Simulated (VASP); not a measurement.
## PbS: single point with PBEsol

The system is PbS.

```xyz
4
Lattice="2.0800 -5.9913 0.0000 2.0800 5.9913 0.0000 0.0000 0.0000 4.2793" Properties=species:S:1:pos:R:3 pbc="T T T"
Pb    2.0800   -4.4268    3.2095
Pb    2.0800    4.4268    1.0698
S     2.0800   -1.7399    3.2095
S     2.0800    1.7399    1.0698
```

```json
{"Program": "VASP 6.6.1", "Task": "single point", "Functional": "PBEsol", "Potentials or basis": "VASP PAW PBE potentials, release 64 (Pb_d, S)", "Cutoff": "520 eV", "k mesh": "4 × 4 × 4", "Occupations": "methfessel-paxton, width 0.02 eV", "Spin": "no spin polarisation", "Dipole correction": "no", "Further INCAR settings": "ALGO = Normal; EDIFF = 1e-06; NBANDS = 28"}
```

- Pressure: -2.0 GPa
- Largest force: 0.041 eV/Å
- Band gap on the k mesh: 1.22 eV, indirect (least direct gap 1.57 eV)

Forces in eV/Å, atoms in the order of the input:
```
Pb   0.000  0.041  0.000
Pb   0.000 -0.041  0.000
S    0.000 -0.020  0.000
S    0.000  0.020  0.000
```

Stress tensor (GPa, compression positive):
```
-2.06  0.00  0.00
 0.00 -1.76  0.00
 0.00  0.00 -2.25
```

Levels at points of the mesh, in eV from the valence-band top:
| k point | band 17 | band 18 | band 19 | band 20 | band 21 | band 22 | band 23 | band 24 |
| --- | --- | --- | --- | --- | --- | --- | --- | --- |
| (0.00, 0.00, 0.00) | -2.27 | -1.54 | -1.36 | -0.37 | 4.73 | 4.73 | 4.95 | 5.66 |
| (0.50, 0.00, 0.00) | -1.23 | -1.05 | -0.26 | -0.26 | 1.82 | 1.92 | 2.29 | 3.04 |
| (0.50, 0.50, 0.00) | -1.82 | -1.75 | -1.19 | -0.35 | 1.22 | 4.54 | 4.83 | 5.00 |
| (0.00, 0.00, 0.50) | -0.99 | -0.99 | 0.00 | 0.00 | 1.86 | 1.86 | 2.85 | 2.85 |
| (0.50, 0.00, 0.50) | -3.02 | -3.02 | -1.32 | -1.32 | 3.47 | 3.47 | 5.33 | 5.33 |
| (0.50, 0.50, 0.50) | -1.09 | -1.09 | -0.38 | -0.38 | 1.75 | 1.75 | 3.27 | 3.27 |

Wall time 34 s on 1 thread of AMD EPYC 9R45 (Zen 5), on a shared host, peak memory 0.24 GiB.

Caveat: the PAW data sets were made with another functional, which shifts forces and pressure a little; spin-orbit coupling is left out, which moves the levels of the heavy elements. A k mesh can miss the band edges.
